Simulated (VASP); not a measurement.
# Al2Cu (I4/mcm) in VASP: notebook

The runs below take Al2Cu through single point, with PBEsol.

All numbers are computed with VASP 6.6.1; they aren't measurements. Logs are shortened: lines on timing, memory, paths and dates and some standing lists are left out, and cuts for length are marked.

### 1 The cell of the first run

Symmetry: I4/mcm, No. 140, tetragonal system. Conventional cell: a = 5.993 Å, b = 5.993 Å, c = 5.069 Å, α = 90.00°, β = 90.00°, γ = 90.00°. Within 3.4 Å of Al (site symmetry m2m) lie 4 Cu at 2.59 Å and 11 Al at 2.70 to 3.19 Å. Cu (site symmetry 422) has 2 Cu at 2.53 Å and 8 Al at 2.59 Å within 3.3 Å.

### 2 Single point, PBEsol

INCAR

```
ALGO = Fast
EDIFF = 1E-7
ENCUT = 520
GGA = PS
ISIF = 2
ISMEAR = 0
LASPH = True
LCHARG = False
LREAL = False
LWAVE = False
NBANDS = 26
NELM = 100
PREC = Accurate
SIGMA = 0.15
```

KPOINTS

```
k-points
0
Gamma
  10 10 10
```

POSCAR

```
Al2Cu
1.0
   -2.9965086402      2.9965086402      2.5345000000
    2.9965086402     -2.9965086402      2.5345000000
    2.9965086402      2.9965086402     -2.5345000000
Al Cu
4 2
Direct
    0.1593210787      0.6593210787      0.8186421574
    0.6593210787      0.8406789213      0.5000000000
    0.8406789213      0.3406789213      0.1813578426
    0.3406789213      0.1593210787      0.5000000000
    0.7500000000      0.7500000000      0.0000000000
    0.2500000000      0.2500000000      0.0000000000
```

Potentials or basis: VASP PAW PBE potentials, release 64 (Al, Cu).

Run with:

```console
> cat potpaw_PBE.64/Al/POTCAR potpaw_PBE.64/Cu/POTCAR > POTCAR
> mpirun -np 1 vasp_std > vasp.out
```

OUTCAR:

```text
EDIFF = 1E-7
   ENCUT = 520
   GGA = PS
   ISIF = 2
   ISMEAR = 0
   LASPH = True
   LREAL = False
   NELM = 100
   PREC = Accurate

 ion  position               nearest neighbor table
   1  0.159  0.659  0.819-   5 2.59   6 2.59   5 2.59   6 2.59   3 2.70   3 2.96   3 2.96   4 3.17
                             2 3.17   2 3.17   4 3.17   4 3.19   2 3.19   2 3.19   4 3.19
   2  0.659  0.841  0.500-   6 2.59   5 2.59   5 2.59   6 2.59   4 2.70   4 2.96   4 2.96   3 3.17
                             1 3.17   1 3.17   3 3.17   1 3.19   3 3.19   1 3.19   3 3.19
   3  0.841  0.341  0.181-   5 2.59   6 2.59   5 2.59   6 2.59   1 2.70   1 2.96   1 2.96   2 3.17
                             4 3.17   4 3.17   2 3.17   4 3.19   2 3.19   4 3.19   2 3.19
   4  0.341  0.159  0.500-   5 2.59   6 2.59   6 2.59   5 2.59   2 2.70   2 2.96   2 2.96   3 3.17
                             1 3.17   1 3.17   3 3.17   1 3.19   3 3.19   3 3.19   1 3.19
   5  0.750  0.750  0.000-   6 2.53   6 2.53   2 2.59   4 2.59   2 2.59   4 2.59   1 2.59   3 2.59
                             3 2.59   1 2.59
   6  0.250  0.250  0.000-   5 2.53   5 2.53   4 2.59   3 2.59   4 2.59   1 2.59   2 2.59   2 2.59
                             1 2.59   3 2.59

  LATTYP: Found a body centered tetragonal cell.
 ALAT       =     5.9930172804
 C/A-ratio  =     0.8458176846

  Lattice vectors:

 A1 = (  -2.9965086402,   2.9965086402,   2.5345000000)
 A2 = (   2.9965086402,  -2.9965086402,   2.5345000000)
 A3 = (   2.9965086402,   2.9965086402,  -2.5345000000)

Analysis of symmetry for initial positions (statically):
=====================================================================
 Subroutine PRICEL returns:
 Original cell was already a primitive cell.

 Routine SETGRP: Setting up the symmetry group for a
 body centered tetragonal supercell.

 Subroutine GETGRP returns: Found 16 space group operations
 (whereof  8 operations were pure point group operations)
 out of a pool of 16 trial point group operations.

The static configuration has the point symmetry C_4h.
 The point group associated with its full space group is D_4h.

Analysis of symmetry for dynamics (positions and initial velocities):
=====================================================================
 Subroutine PRICEL returns:
 Original cell was already a primitive cell.

 Routine SETGRP: Setting up the symmetry group for a
 body centered tetragonal supercell.

 Subroutine GETGRP returns: Found 16 space group operations
 (whereof  8 operations were pure point group operations)
 out of a pool of 16 trial point group operations.

The dynamic configuration has the point symmetry C_4h.
 The point group associated with its full space group is D_4h.

 Subroutine INISYM returns: Found 16 space group operations
 (whereof  8 operations are pure point group operations),
 and found     1 'primitive' translations

----------------------------------------------------------------------------------------

                                     Primitive cell

  volume of cell :      91.0298

  direct lattice vectors                    reciprocal lattice vectors
    -2.996508640  2.996508640  2.534500000     0.000000000  0.166860857  0.197277570
     2.996508640 -2.996508640  2.534500000     0.166860857  0.000000000  0.197277570
     2.996508640  2.996508640 -2.534500000     0.166860857  0.166860857  0.000000000

  length of vectors
     4.937794884  4.937794884  4.937794884     0.258381472  0.258381472  0.235976887

  position of ions in fractional coordinates (direct lattice)
     0.159321079  0.659321079  0.818642157
     0.659321079  0.840678921  0.500000000
     0.840678921  0.340678921  0.181357843
     0.340678921  0.159321079  0.500000000
     0.750000000  0.750000000  0.000000000
     0.250000000  0.250000000  0.000000000

  ion indices of the primitive-cell ions
   primitive index   ion index
                 1           1
                 2           2
                 3           3
                 4           4
                 5           5
                 6           6

----------------------------------------------------------------------------------------

 KPOINTS: k-points

Automatic generation of k-mesh.
 Grid dimensions read from file:
 generate k-points for:   10   10   10

 Generating k-lattice:

  Cartesian coordinates                     Fractional coordinates (reciprocal lattice)
     0.000000000  0.016686086  0.019727757     0.100000000  0.000000000 -0.000000000
     0.016686086  0.000000000  0.019727757     0.000000000  0.100000000 -0.000000000
     0.016686086  0.016686086  0.000000000     0.000000000  0.000000000  0.100000000

  Length of vectors
     0.025838147  0.025838147  0.023597689

  Shift w.r.t. Gamma in fractional coordinates (k-lattice)
     0.000000000  0.000000000  0.000000000

 Subroutine IBZKPT returns following result:
 ===========================================

 Found    102 irreducible k-points:

 Following reciprocal coordinates:
            Coordinates               Weight
  0.000000  0.000000  0.000000      1.000000
  0.100000  0.000000  0.000000      8.000000
  0.200000  0.000000  0.000000      8.000000
  0.300000 -0.000000  0.000000      8.000000
  0.400000 -0.000000  0.000000      8.000000
  0.500000 -0.000000  0.000000      4.000000
[... 16 lines left out ...]
  0.300000  0.300000  0.000000      8.000000
  0.400000  0.300000  0.000000     16.000000
 [... further k-points ...]
   k-points           NKPTS =    102   k-points in BZ     NKDIM =    102   number of bands    NBANDS=     26
   number of dos      NEDOS =    301   number of ions     NIONS =      6
   total plane-waves  NPLWV =  64000
   dimension x,y,z NGX =    40 NGY =   40 NGZ =   40
   dimension x,y,z NGXF=    80 NGYF=   80 NGZF=   80
   ions per type =               4   2
   NGX,Y,Z   is equivalent  to a cutoff of  13.47, 13.47, 13.47 a.u.
   NGXF,Y,Z  is equivalent  to a cutoff of  26.93, 26.93, 26.93 a.u.
 SYSTEM =  unknown system
   PREC   = accura    normal or accurate (medium, high low for compatibility)
   ISTART =      0    job   : 0-new  1-cont  2-samecut
   ICHARG =      2    charge: 1-file 2-atom 10-const
   ISPIN  =      1    spin polarized calculation?
   LNONCOLLINEAR =      F non collinear calculations
   LSORBIT =      F    spin-orbit coupling
   LASPH  =      T    aspherical Exc in radial PAW
   ENCUT  =  520.0 eV  38.22 Ry    6.18 a.u.   9.18  9.18  9.18*2*pi/ulx,y,z
   NELM   =    100;   NELMIN=  2; NELMDL= -5     # of ELM steps
   EDIFF  = 0.1E-06   stopping-criterion for ELM
   LREAL  =      F    real-space projection
   EDIFFG = 0.1E-05   stopping-criterion for IOM
   NSW    =      0    number of steps for IOM
   IBRION =     -1    ionic relax: 0-MD 1-quasi-New 2-CG
   NFREE  =      0    steps in history (QN), initial steepest desc. (CG)
   ISIF   =      2    stress and relaxation
   ISYM   =      2    0-nonsym 1-usesym 2-fastsym
   POTIM  = 0.5000    time-step for ionic-motion
   TEBEG  =    0.0;   TEEND  =   0.0 temperature during run
   PSTRESS=    0.0 pullay stress
   NELECT =      34.0000    total number of electrons
   NUPDOWN=      -1.0000    fix difference up-down
   EMIN   =  10.00;   EMAX   =-10.00  energy-range for DOS
   EFERMI =   0.00;   METHOD = LEGACY
   ISMEAR =     0;   SIGMA  =   0.15  broadening in eV -4-tet -1-fermi 0-gaus
   EFERMI_NEDOS =   21; number of points for ismear=-14 and -15
   IALGO  =     68    algorithm
   IMIX   =      4    mixing-type and parameters
     AMIX     =   0.40;   BMIX     =  1.00
     AMIX_MAG =   1.60;   BMIX_MAG =  1.00
  volume/ion in A,a.u.               =      15.17       102.38
  Fermi-wavevector in a.u.,A,eV,Ry     =   1.178981  2.227950 18.912036  1.389995
  Thomas-Fermi vector in A             =   2.315300
   LORBIT       =      0    0 simple, 1 ext, 2 COOP (PROOUT), +10 PAW based schemes
   GGA     = PS    functional components
   LHFCALC =     F    Hartree Fock is set to
   AEXX    =    0.0000 exact exchange contribution
   IVDW    =     0    specifies the selected vdW correction
   LEPSILON=     F    determine dielectric tensor
   LRPA    =     F    only Hartree local field effects (RPA)
 non-spin polarized calculation
 RMM-DIIS sequential band-by-band and
 Gauss-broadening in eV      SIGMA  =   0.15
  energy-cutoff  :      520.00
  volume of cell :       91.03
 maximum number of plane-waves:      2474
 NGX is ok and might be reduce to    40
   NGX = 19   NGY = 19   NGZ = 19

 number of electron      33.9999987 magnetization

 Free energy of the ion-electron system (eV)
  ---------------------------------------------------
  ext. energy  EPLUGINS =         0.00000000
  ---------------------------------------------------
  free energy    TOTEN  =       -25.91245707 eV

  energy without entropy =      -25.89194281  energy(sigma->0) =      -25.90219994

 E-fermi :   7.6510     XC(G=0): -10.8721

 val. band max:        7.6430347664   @ k =   0.2000   0.2000   0.2000
 cond. band min:       7.6810684731   @ k =  -0.3000  -0.4000   0.2000
 fundamental gap:      0.0380337067
 Fermi energy:         7.6510432074

 k-point     1 :       0.0000    0.0000    0.0000
  band No.  band energies     occupation
      1      -2.9335      2.00000
      2       2.5251      2.00000
      3       2.6365      2.00000
      4       2.6365      2.00000
      5       2.8096      2.00000
      6       3.5823      2.00000
[... 18 lines left out ...]
     25      13.3688      0.00000
     26      13.9335      0.00000

 k-point     2 :       0.1000    0.0000    0.0000
  band No.  band energies     occupation
      1      -2.8330      2.00000
      2       2.5154      2.00000
      3       2.6047      2.00000
      4       2.6308      2.00000
      5       2.8258      2.00000
      6       3.5541      2.00000
[... 18 lines left out ...]
     25      13.4768      0.00000
[... 608 lines left out ...]
     25      13.6682      0.00000
     26      13.9291      0.00000

 k-point    24 :       0.4000    0.3000    0.0000
  band No.  band energies     occupation
      1      -0.5865      2.00000
      2       0.2052      2.00000
      3       0.7928      2.00000
      4       2.4669      2.00000
      5       3.0933      2.00000
      6       3.2161      2.00000
[... 18 lines left out ...]
     25      14.6548      0.00000
     26      15.0761      0.00000

 [... further k-points ...]

------------------------ aborting loop because EDIFF is reached ----------------------------------------

  FORCE on cell =-STRESS in cart. coord.  units (eV):
  Direction    XX          YY          ZZ          XY          YZ          ZX
  --------------------------------------------------------------------------------------
  -------------------------------------------------------------------------------------
  Total       -1.4617380     -1.4617380     -4.5334719      0.0000000      0.0000000      0.0000000
  in kB      -25.7274511    -25.7274511    -79.7917802      0.0000000      0.0000000      0.0000000
  external PRESSURE =     -43.7488942 kB  Pullay stress =       0.0000000 kB

 VOLUME and BASIS-vectors are now :
 -----------------------------------------------------------------------------
  energy-cutoff  :      520.00
  volume of cell :       91.03
      direct lattice vectors                 reciprocal lattice vectors
    -2.996508640  2.996508640  2.534500000     0.000000000  0.166860857  0.197277570
     2.996508640 -2.996508640  2.534500000     0.166860857  0.000000000  0.197277570
     2.996508640  2.996508640 -2.534500000     0.166860857  0.166860857  0.000000000

 POSITION                                       TOTAL-FORCE (eV/Angst)
 -----------------------------------------------------------------------------------
      3.95132      0.95481      0.00000         0.110219      0.110219      0.000000
      2.04169      0.95481      2.53450        -0.110219      0.110219      0.000000
     -0.95481      2.04169      2.53450        -0.110219     -0.110219     -0.000000
      0.95481      2.04169      0.00000         0.110219     -0.110219     -0.000000
      0.00000      0.00000      3.80175         0.000000      0.000000      0.000000
      0.00000      0.00000      1.26725         0.000000      0.000000      0.000000
 -----------------------------------------------------------------------------------
    total drift:                               -0.000000     -0.000000      0.000000

  FREE ENERGIE OF THE ION-ELECTRON SYSTEM (eV)
  ---------------------------------------------------
  free  energy   TOTEN  =       -25.9124570730 eV

  energy  without entropy=      -25.8919428139  energy(sigma->0) =      -25.90219994
```

Wall time 4 min (1 thread of AMD EPYC 9R45 (Zen 5), shared host); peak memory 0.34 GiB.

What came out:

| Item | Value |
| --- | --- |
| Free energy | -25.9125 eV |
| Pressure | -4.4 GPa |
| Largest force | 0.156 eV/Å |
| Band gap on the k mesh | zero (bands 17 and 18 overlap by 3.83 eV) |

Forces on the atoms (eV/Å):
```
Al   0.110  0.110  0.000
Al  -0.110  0.110  0.000
Al  -0.110 -0.110  0.000
Al   0.110 -0.110  0.000
Cu   0.000  0.000  0.000
Cu   0.000  0.000  0.000
```

Stress tensor (GPa, compression positive):
```
-2.57  0.00  0.00
 0.00 -2.57  0.00
 0.00  0.00 -7.98
```

Levels at points of the mesh, in eV from the Fermi level:
| k point | band 15 | band 16 | band 17 | band 18 | band 19 | band 20 |
| --- | --- | --- | --- | --- | --- | --- |
| (0.00, 0.00, 0.00) | -1.61 | -1.26 | -1.26 | -0.95 | -0.32 | 0.14 |
| (0.50, 0.00, 0.00) | -2.52 | -2.52 | 0.40 | 0.40 | 3.67 | 3.67 |
| (0.50, 0.50, 0.00) | -1.38 | -1.12 | -0.93 | -0.77 | 1.11 | 1.57 |
| (0.50, 0.50, 0.50) | -3.19 | -1.97 | 2.36 | 2.93 | 2.93 | 3.44 |

Caveat: the cell stands under tension; the PAW data sets were made with another functional, which shifts forces and pressure a little.

(Part 1 of 3 ends here.)
